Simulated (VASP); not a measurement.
Write the native input for VASP 6.6.1 that does the following.

```yaml
Task: relaxation of the atoms
Functional: LDA
Potentials_or_basis: VASP PAW LDA potentials, release 64 (Si, C)
Cutoff: 520 eV
k_mesh: 12 × 12 × 6
Occupations: gaussian, width 0.05 eV
Spin: no spin polarisation
Dipole_correction: no
Further_INCAR_settings: ALGO = Normal; EDIFF = 1e-06; IBRION = 2; EDIFFG = -0.01; NSW = 50
```

The structure of SiC lies in POSCAR:

```
SiC
1.0
    3.2112017906      0.0000000000      0.0000000000
   -1.6056008953      2.7809823273      0.0000000000
    0.0000000000      0.0000000000      5.2705983105
Si C
2 2
Direct
    0.3333333333      0.6666666667      0.0046041256
    0.6666666667      0.3333333333      0.5046041256
    0.3333333333      0.6666666667      0.3803958744
    0.6666666667      0.3333333333      0.8803958744
```

The input as run:

INCAR

```
PREC = Accurate
ENCUT = 520
EDIFF = 1E-6
ISMEAR = 0
SIGMA = 0.05
LREAL = F
LASPH = T
NELM = 60
ALGO = Normal
ISIF = 2
LWAVE = F
LCHARG = F
IBRION = 2
NSW = 50
EDIFFG = -0.01
```

KPOINTS

```
regular mesh
0
Gamma
  12 12 6
```

Potentials or basis: VASP PAW LDA potentials, release 64 (Si, C).

Command:

```sh
$ cat potpaw_LDA.64/Si/POTCAR potpaw_LDA.64/C/POTCAR > POTCAR
$ mpirun -np 1 vasp_std > vasp.out
```

Results of the run:

The energy gained by relaxing is 0.0 meV/atom and the ionic steps are 2. The pressure after relaxing is -25.2 GPa and the largest force after relaxing is 0.008 eV/Å. The band gap on the k mesh is 2.37 eV (least direct gap 3.62 eV).

Run time: 42 s on 1 thread of Intel Xeon 8259CL (shared host), peak memory 0.16 GiB.
